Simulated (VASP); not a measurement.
# H in VASP: further runs

Runs on H. Level: PBE+D3(BJ). Tasks: single point.

Everything below comes from runs of VASP 6.6.1. Logs are shortened: lines on timing, memory, paths and dates and some standing lists are left out, and cuts for length are marked.

## Step 1: The cell of the first run

The cell holds an amorphous packing of atoms, 20 atoms: a = 6.694 Å, b = 6.694 Å, c = 6.694 Å, α = 90.00°, β = 90.00°, γ = 90.00°.

## Step 2: Single point, PBE+D3(BJ)

Input file INCAR:

```
SYSTEM = H
PREC     = Accurate       ! precision mode
ENCUT    = 520            ! plane-wave cutoff, eV
EDIFF    = 1E-6           ! SCF threshold, eV
ISMEAR   = -1             ! smearing method
SIGMA    = 0.02           ! smearing width, eV
LREAL    = Auto         
LASPH    = .True.         ! aspherical terms in the spheres
NELM     = 80             ! most SCF steps
ALGO     = Normal         ! electronic algorithm
ISIF     = 2              ! what is computed and relaxed
LWAVE    = .False.        ! write WAVECAR
LCHARG   = .False.        ! write CHGCAR
GGA      = PE             ! functional
IVDW     = 12             ! dispersion correction
NBANDS   = 26             ! bands
```

Input file KPOINTS:

```
Automatic mesh
0
Gamma
  1 1 1
  0 0 0
```

Input file POSCAR:

```
H
1.0
    6.6943300000      0.0000000000      0.0000000000
    0.0000000000      6.6943300000      0.0000000000
    0.0000000000      0.0000000000      6.6943300000
H
20
Direct
    0.3633318865      0.9906855824      0.4810059955
    0.3655023149      0.9929599385      0.3698427788
    0.6306112706      0.2461913798      0.1073257674
    0.5916851196      0.3155508506      0.1857806541
    0.7672421621      0.8825772478      0.7927876137
    0.7998242922      0.7827962769      0.7549049742
    0.2269621426      0.2463922517      0.1140972922
    0.1968517577      0.2738392705      0.0103316032
    0.8292045068      0.8891168803      0.4660644253
    0.8211689124      0.9270542364      0.3618527855
    0.6043163103      0.8655643970      0.0573654719
    0.5204936768      0.8233759637      0.1181649942
    0.5396689125      0.5334572331      0.7973592001
    0.5917472865      0.5233552073      0.8955297464
    0.0562134596      0.6812800854      1.0359257541
    0.0489550283      0.6332615373      0.9353088999
    0.5658951067      0.5664335264      0.4200346938
    0.5880993922      0.6621579358      0.3666597046
    0.0636559611      0.0834069651      0.3585724428
    0.0742828007      0.0801194340      0.2488827023
```

Potentials or basis: VASP PAW PBE potentials, release 64 (H).

Run with:

```
> cat potpaw_PBE.64/H/POTCAR > POTCAR
> mpirun -np 1 vasp_gam > vasp.out
```

OUTCAR:

```text
SYSTEM = H
   PREC = Accurate
   ENCUT = 520
   EDIFF = 1E-6
   ISMEAR = -1
   LREAL = Auto
   LASPH = .True.
   NELM = 80
   ISIF = 2
   GGA = PE
   IVDW = 12
 IVDW          = 12

 ion  position               nearest neighbor table
   1  0.363  0.991  0.481-   2 0.74
   2  0.366  0.993  0.370-   1 0.74
   3  0.631  0.246  0.107-   4 0.75
   4  0.592  0.316  0.186-   3 0.75
   5  0.767  0.883  0.793-   6 0.75
   6  0.800  0.783  0.755-   5 0.75
[... 12 lines left out ...]
  19  0.064  0.083  0.359-  20 0.74
  20  0.074  0.080  0.249-  19 0.74

  LATTYP: Found a simple cubic cell.
 ALAT       =     6.6943300000

  Lattice vectors:

 A1 = (   6.6943300000,   0.0000000000,   0.0000000000)
 A2 = (   0.0000000000,   6.6943300000,   0.0000000000)
 A3 = (   0.0000000000,   0.0000000000,   6.6943300000)

Analysis of symmetry for initial positions (statically):
=====================================================================
 Subroutine PRICEL returns:
 Original cell was already a primitive cell.

 Routine SETGRP: Setting up the symmetry group for a
 simple cubic supercell.

 Subroutine GETGRP returns: Found  1 space group operations
 (whereof  1 operations were pure point group operations)
 out of a pool of 48 trial point group operations.

The static configuration has the point symmetry C_1 .

Analysis of symmetry for dynamics (positions and initial velocities):
=====================================================================
 Subroutine PRICEL returns:
 Original cell was already a primitive cell.

 Routine SETGRP: Setting up the symmetry group for a
 simple cubic supercell.

 Subroutine GETGRP returns: Found  1 space group operations
 (whereof  1 operations were pure point group operations)
 out of a pool of 48 trial point group operations.

The dynamic configuration has the point symmetry C_1 .

 Subroutine INISYM returns: Found  1 space group operations
 (whereof  1 operations are pure point group operations),
 and found     1 'primitive' translations

----------------------------------------------------------------------------------------

                                     Primitive cell

  volume of cell :     300.0001

  direct lattice vectors                    reciprocal lattice vectors
     6.694330000  0.000000000  0.000000000     0.149380147  0.000000000  0.000000000
     0.000000000  6.694330000  0.000000000     0.000000000  0.149380147  0.000000000
     0.000000000  0.000000000  6.694330000     0.000000000  0.000000000  0.149380147

  length of vectors
     6.694330000  6.694330000  6.694330000     0.149380147  0.149380147  0.149380147

  position of ions in fractional coordinates (direct lattice)
     0.363331886  0.990685582  0.481005995
     0.365502315  0.992959939  0.369842779
     0.630611271  0.246191380  0.107325767
     0.591685120  0.315550851  0.185780654
     0.767242162  0.882577248  0.792787614
     0.799824292  0.782796277  0.754904974
[... 12 lines left out ...]
     0.063655961  0.083406965  0.358572443
     0.074282801  0.080119434  0.248882702

  ion indices of the primitive-cell ions
   primitive index   ion index
                 1           1
                 2           2
                 3           3
                 4           4
                 5           5
                 6           6
[... 12 lines left out ...]
                19          19
                20          20

----------------------------------------------------------------------------------------

 KPOINTS: Automatic mesh

Automatic generation of k-mesh.
 Grid dimensions read from file:
 generate k-points for:    1    1    1

 Generating k-lattice:

  Cartesian coordinates                     Fractional coordinates (reciprocal lattice)
     0.149380147  0.000000000  0.000000000     1.000000000  0.000000000  0.000000000
     0.000000000  0.149380147  0.000000000     0.000000000  1.000000000  0.000000000
     0.000000000  0.000000000  0.149380147     0.000000000  0.000000000  1.000000000

  Length of vectors
     0.149380147  0.149380147  0.149380147

  Shift w.r.t. Gamma in fractional coordinates (k-lattice)
     0.000000000  0.000000000  0.000000000

 Subroutine IBZKPT returns following result:
 ===========================================

 Found      1 irreducible k-points:

 Following reciprocal coordinates:
            Coordinates               Weight
  0.000000  0.000000  0.000000      1.000000
   k-points           NKPTS =      1   k-points in BZ     NKDIM =      1   number of bands    NBANDS=     26
   number of dos      NEDOS =    301   number of ions     NIONS =     20
   total plane-waves  NPLWV = 125000
   dimension x,y,z NGX =    50 NGY =   50 NGZ =   50
   dimension x,y,z NGXF=   100 NGYF=  100 NGZF=  100
   ions per type =              20
   NGX,Y,Z   is equivalent  to a cutoff of  12.42, 12.42, 12.42 a.u.
   NGXF,Y,Z  is equivalent  to a cutoff of  24.83, 24.83, 24.83 a.u.
 SYSTEM =  H
   PREC   = accura    normal or accurate (medium, high low for compatibility)
   ISTART =      0    job   : 0-new  1-cont  2-samecut
   ICHARG =      2    charge: 1-file 2-atom 10-const
   ISPIN  =      1    spin polarized calculation?
   LNONCOLLINEAR =      F non collinear calculations
   LSORBIT =      F    spin-orbit coupling
   LASPH  =      T    aspherical Exc in radial PAW
   ENCUT  =  520.0 eV  38.22 Ry    6.18 a.u.  12.45 12.45 12.45*2*pi/ulx,y,z
   NELM   =     80;   NELMIN=  2; NELMDL= -5     # of ELM steps
   EDIFF  = 0.1E-05   stopping-criterion for ELM
   LREAL  =      T    real-space projection
   EDIFFG = 0.1E-04   stopping-criterion for IOM
   NSW    =      0    number of steps for IOM
   IBRION =     -1    ionic relax: 0-MD 1-quasi-New 2-CG
   NFREE  =      0    steps in history (QN), initial steepest desc. (CG)
   ISIF   =      2    stress and relaxation
   ISYM   =      2    0-nonsym 1-usesym 2-fastsym
   POTIM  = 0.5000    time-step for ionic-motion
   TEBEG  =    0.0;   TEEND  =   0.0 temperature during run
   PSTRESS=    0.0 pullay stress
   NELECT =      20.0000    total number of electrons
   NUPDOWN=      -1.0000    fix difference up-down
   EMIN   =  10.00;   EMAX   =-10.00  energy-range for DOS
   EFERMI =   0.00;   METHOD = LEGACY
   ISMEAR =    -1;   SIGMA  =   0.02  broadening in eV -4-tet -1-fermi 0-gaus
   EFERMI_NEDOS =   21; number of points for ismear=-14 and -15
   IALGO  =     38    algorithm
   IMIX   =      4    mixing-type and parameters
     AMIX     =   0.40;   BMIX     =  1.00
     AMIX_MAG =   1.60;   BMIX_MAG =  1.00
  volume/ion in A,a.u.               =      15.00       101.23
  Fermi-wavevector in a.u.,A,eV,Ry     =   0.663811  1.254421  5.995338  0.440645
  Thomas-Fermi vector in A             =   1.737305
   LORBIT       =      0    0 simple, 1 ext, 2 COOP (PROOUT), +10 PAW based schemes
   GGA     = PE    functional components
   LHFCALC =     F    Hartree Fock is set to
   AEXX    =    0.0000 exact exchange contribution
   IVDW    =    12    specifies the selected vdW correction
   LEPSILON=     F    determine dielectric tensor
   LRPA    =     F    only Hartree local field effects (RPA)
 non-spin polarized calculation
  energy-cutoff  :      520.00
  volume of cell :      300.00
 maximum number of plane-waves:      4061
 NGX is ok and might be reduce to    50
   NGX = 25   NGY = 25   NGZ = 25

 number of electron      20.0000003 magnetization

 Free energy of the ion-electron system (eV)
  ---------------------------------------------------
  ext. energy  EPLUGINS =         0.00000000
  ---------------------------------------------------
  free energy    TOTEN  =       -67.11765954 eV

  energy without entropy =      -67.11765954  energy(sigma->0) =      -67.11765954

 E-fermi :  -7.2193     XC(G=0):  -4.5377

 val. band max:       -7.7095777156   @ k =   0.0000   0.0000   0.0000
 cond. band min:       0.2810547950   @ k =   0.0000   0.0000   0.0000
 fundamental gap:      7.9906325106
 Fermi energy:        -7.2193122130

 k-point     1 :       0.0000    0.0000    0.0000
  band No.  band energies     occupation
      1     -11.0849      2.00000
      2     -10.2242      2.00000
      3      -9.6844      2.00000
      4      -9.5989      2.00000
      5      -9.1599      2.00000
      6      -9.0256      2.00000
[... 14 lines left out ...]
     21       3.6518      0.00000
     22       3.8047      0.00000
 [bands above 22 left out]

------------------------ aborting loop because EDIFF is reached ----------------------------------------

 Edisp (eV)   -0.31062

 E8    (eV) :    -0.0560

  FORCE on cell =-STRESS in cart. coord.  units (eV):
  Direction    XX          YY          ZZ          XY          YZ          ZX
  --------------------------------------------------------------------------------------
  -------------------------------------------------------------------------------------
  Total       1.84512     1.37151     1.89412     0.61273    -1.01011    -0.37918
  in kB       9.85401     7.32465    10.11572     3.27236    -5.39461    -2.02504
  external pressure =        9.10 kB  Pullay stress =        0.00 kB

 VOLUME and BASIS-vectors are now :
 -----------------------------------------------------------------------------
  energy-cutoff  :      520.00
  volume of cell :      300.00
      direct lattice vectors                 reciprocal lattice vectors
     6.694330000  0.000000000  0.000000000     0.149380147  0.000000000  0.000000000
     0.000000000  6.694330000  0.000000000     0.000000000  0.149380147  0.000000000
     0.000000000  0.000000000  6.694330000     0.000000000  0.000000000  0.149380147

 POSITION                                       TOTAL-FORCE (eV/Angst)
 -----------------------------------------------------------------------------------
      2.43226      6.63198      3.22001         0.170759     -0.050432      0.195725
      2.44679      6.64720      2.47585         0.151706     -0.014327     -0.013491
      4.22152      1.64809      0.71847         0.044372     -0.064429      0.008067
      3.96094      2.11240      1.24368         0.046725     -0.000119      0.069985
      5.13617      5.90826      5.30718        -0.000725      0.097147     -0.004985
      5.35429      5.24030      5.05358        -0.005882      0.012693      0.005571
[... 12 lines left out ...]
      0.42613      0.55835      2.40040        -0.058206      0.071034      0.142165
      0.49727      0.53635      1.66610        -0.070309      0.068737     -0.203036
 -----------------------------------------------------------------------------------
    total drift:                               -0.000173      0.000113      0.000727

  FREE ENERGIE OF THE ION-ELECTRON SYSTEM (eV)
  ---------------------------------------------------
  free  energy   TOTEN  =       -67.4282750174 eV

  energy  without entropy=      -67.4282750174  energy(sigma->0) =      -67.42827502
```

Wall time 17 s (1 thread of AMD EPYC 7R13 (Zen 3), shared host); peak memory 0.29 GiB.

Results:

```
Free energy                : -67.4283 eV
Pressure                   : 0.9 GPa
Largest force              : 0.265 eV/Å
Band gap on the k mesh     : 7.99 eV
Dispersion energy per atom : -0.016 eV
```

Forces on the atoms (eV/Å):
```
H    0.171 -0.050  0.196
H    0.152 -0.014 -0.013
H    0.044 -0.064  0.008
H    0.047  0.000  0.070
H   -0.001  0.097 -0.005
H   -0.006  0.013  0.006
H    0.087  0.111 -0.140
H    0.076  0.103 -0.174
H   -0.191 -0.106  0.066
H   -0.173 -0.061 -0.017
H    0.030  0.041 -0.036
H   -0.046  0.020  0.024
H   -0.050 -0.023 -0.074
H   -0.035 -0.053 -0.005
H    0.026  0.003  0.073
H    0.036 -0.019 -0.001
H   -0.036 -0.099  0.043
H   -0.001 -0.037  0.041
H   -0.058  0.071  0.142
H   -0.070  0.069 -0.203
```

Stress tensor (GPa, compression positive):
```
 0.99  0.33 -0.20
 0.33  0.73 -0.54
-0.20 -0.54  1.01
```

Levels at points of the mesh, in eV from the valence-band top:
```
           k point  band 7  band 8  band 9  band 10  band 11  band 12  band 13  band 14
(0.00, 0.00, 0.00)   -1.14   -1.03   -0.81     0.00     7.99     8.37     8.86     9.19
```

Caveat: the k points lie up to 0.94 Å⁻¹ apart.

## Step 3: Single point, PBE+D3(BJ)

Input file INCAR:

```
PREC = Accurate
ENCUT = 520
EDIFF = 1E-6
ISMEAR = -1
SIGMA = 0.02
LREAL = Auto
LASPH = T
NELM = 100
ALGO = Normal
ISIF = 2
LWAVE = F
LCHARG = T
GGA = PE
IVDW = 12
LELF = T
LVHAR = T
NBANDS = 26
```

Input file KPOINTS:

```
regular mesh
0
Gamma
  1 1 1
```

Input file POSCAR:

```
H
1.0
    6.6943300000      0.0000000000      0.0000000000
    0.0000000000      6.6943300000      0.0000000000
    0.0000000000      0.0000000000      6.6943300000
H
20
Direct
    0.4735500043      1.0712647868      0.4689640337
    0.3816214617      1.0689942085      0.3891651592
    0.6209284574      0.3542102048      0.1697406611
    0.6807850823      0.2626252366      0.2010955540
    0.7415678641      0.9103973064      0.8141516776
    0.8376043607      0.8575914244      0.8216057470
    0.2793259370      0.2828811845     -0.0570034641
    0.2183190850      0.1966739016     -0.0146243164
    0.7216704286      0.9047955509      0.3838920400
    0.8010659767      0.9361653817      0.4511280442
    0.4670818439      0.7344274931      0.0571080302
    0.4951055595      0.8127624422      0.1262859763
    0.4554899445      0.5196636557      0.8053531870
    0.4098094955      0.5020816123      0.7024900177
    0.1373401072      0.6944683038      1.0879206732
    0.1613903109      0.8047257903      1.1055624685
    0.4610618240      0.5918590807      0.3873576594
    0.5376340874      0.5544542919      0.4435544707
    0.0082009701      0.1448987427      0.3208237419
    0.0341034876      0.2284321209      0.2383808387
```

Potentials or basis: VASP PAW PBE potentials, release 64 (H).

Run with:

```
> cat potpaw_PBE.64/H/POTCAR > POTCAR
> mpirun -np 1 vasp_gam > vasp.out
```

Run time: 22 s. Hardware: 1 thread of AMD EPYC 7R13 (Zen 3), shared host; peak memory 0.29 GiB.

It converged, with:

* Free energy: -67.4407 eV
* Pressure: 0.4 GPa
* Largest force: 2.833 eV/Å
* Band gap on the k mesh: 8.67 eV
* Dispersion energy per atom: -0.016 eV

Forces in eV/Å, atoms in the order of the input:
```
H   -1.394 -0.020 -1.115
H    1.199  0.079  1.149
H    0.230 -0.349  0.074
H   -0.210  0.339 -0.173
H   -0.449  0.241 -0.002
H    0.469 -0.246  0.067
H   -0.218 -0.367  0.136
H    0.233  0.305 -0.171
H   -0.498 -0.272 -0.496
H    0.605  0.165  0.454
H   -0.040 -0.579 -0.603
H    0.414  0.643  0.536
H   -0.148 -0.041 -0.293
H    0.164  0.076  0.465
H   -0.088  0.546  0.092
H   -0.318 -0.591 -0.084
H   -2.097  1.060 -1.582
H    2.095 -0.991  1.475
H    0.350  1.055 -1.015
H   -0.299 -1.054  1.088
```

Stress tensor (GPa, compression positive):
```
 1.19 -0.35  0.02
-0.35 -0.18  0.14
 0.02  0.14  0.31
```

Levels at points of the mesh, in eV from the valence-band top:
| k point | band 7 | band 8 | band 9 | band 10 | band 11 | band 12 | band 13 | band 14 |
| --- | --- | --- | --- | --- | --- | --- | --- | --- |
| (0.00, 0.00, 0.00) | -0.37 | -0.14 | -0.09 | 0.00 | 8.67 | 9.23 | 9.33 | 9.65 |

Caveat: the k points lie up to 0.94 Å⁻¹ apart.

## Step 4: Single point, PBE+D3(BJ)

Input file INCAR:

```
ALGO = Normal
EDIFF = 1E-6
ENCUT = 520
GGA = PE
ISIF = 2
ISMEAR = -1
IVDW = 12
LASPH = T
LCHARG = F
LREAL = Auto
LWAVE = F
NBANDS = 26
NELM = 60
PREC = Accurate
SIGMA = 0.02
```

Input file KPOINTS:

```
k-points
0
Gamma
  1 1 1
```

Input file POSCAR:

```
H
1.0
    6.6943300000      0.0000000000      0.0000000000
    0.0000000000      6.6943300000      0.0000000000
    0.0000000000      0.0000000000      6.6943300000
H
20
Direct
    0.4813177719      1.0959722631      0.4324555258
    0.4103472640      1.1801031619      0.4257931712
    0.7284074732      0.3218992789      0.0719564168
    0.6767667563      0.4092119749      0.0378977433
    0.7863370942      0.8861827845      0.8419065089
    0.7208488377      0.8350798362      0.7666039768
    0.0843848451      0.1710552064     -0.0810088538
    0.1661256616      0.0950057735     -0.0789623457
    0.8575764864      0.7956136014      0.3591845637
    0.7670670553      0.8544544413      0.3192104363
    0.4646021334      0.8573225401      0.0931982738
    0.5184238004      0.7908184986      0.1635413850
    0.4408058760      0.4798837225      0.7807502767
    0.3339841328      0.4880846926      0.8061449017
    0.1074192638      0.7725642447      1.0782408396
    0.1478564696      0.7443762109      1.1803869842
    0.4189515605      0.5349601827      0.4100186277
    0.4856199201      0.4731765539      0.3365385334
    0.0702534832      0.3175075026      0.2951004806
    0.0152218370      0.2612509392      0.3758105740
```

Run with:

```
> cat potpaw_PBE.64/H/POTCAR > POTCAR
> mpirun -np 1 vasp_gam > vasp.out
```

It took 18 s on 1 thread of AMD EPYC 7R13 (Zen 3), shared host; peak memory 0.28 GiB.

The run converged. Its results:

| Item | Value |
| --- | --- |
| Free energy | -67.8172 eV |
| Pressure | 0.2 GPa |
| Largest force | 1.298 eV/Å |
| Band gap on the k mesh | 9.16 eV |
| Dispersion energy per atom | -0.015 eV |

Forces on the atoms (eV/Å):
```
H    0.251 -0.357  0.033
H   -0.232  0.204  0.010
H    0.633 -1.051  0.425
H   -0.612  1.045 -0.415
H   -0.011 -0.017 -0.043
H    0.029  0.015  0.009
H   -0.050  0.038 -0.020
H    0.049 -0.026 -0.013
H   -0.520  0.346 -0.204
H    0.503 -0.331  0.280
H   -0.109  0.184 -0.181
H    0.143 -0.144  0.145
H    0.422 -0.028 -0.109
H   -0.439  0.043  0.110
H    0.079 -0.130  0.312
H   -0.132  0.055 -0.340
H    0.583 -0.491 -0.656
H   -0.576  0.625  0.639
H   -0.103 -0.080  0.149
H    0.091  0.100 -0.130
```

Stress tensor (GPa, compression positive):
```
 0.34 -0.09  0.10
-0.09  0.48 -0.28
 0.10 -0.28 -0.08
```

Levels at points of the mesh, in eV from the valence-band top:
| k point | band 6 | band 7 | band 8 | band 9 | band 10 | band 11 | band 12 | band 13 | band 14 | band 15 |
| --- | --- | --- | --- | --- | --- | --- | --- | --- | --- | --- |
| (0.00, 0.00, 0.00) | -0.63 | -0.42 | -0.20 | -0.13 | 0.00 | 9.16 | 9.39 | 9.67 | 9.88 | 10.02 |

Caveat: the k points lie up to 0.94 Å⁻¹ apart.

[end of part 1 of 2]
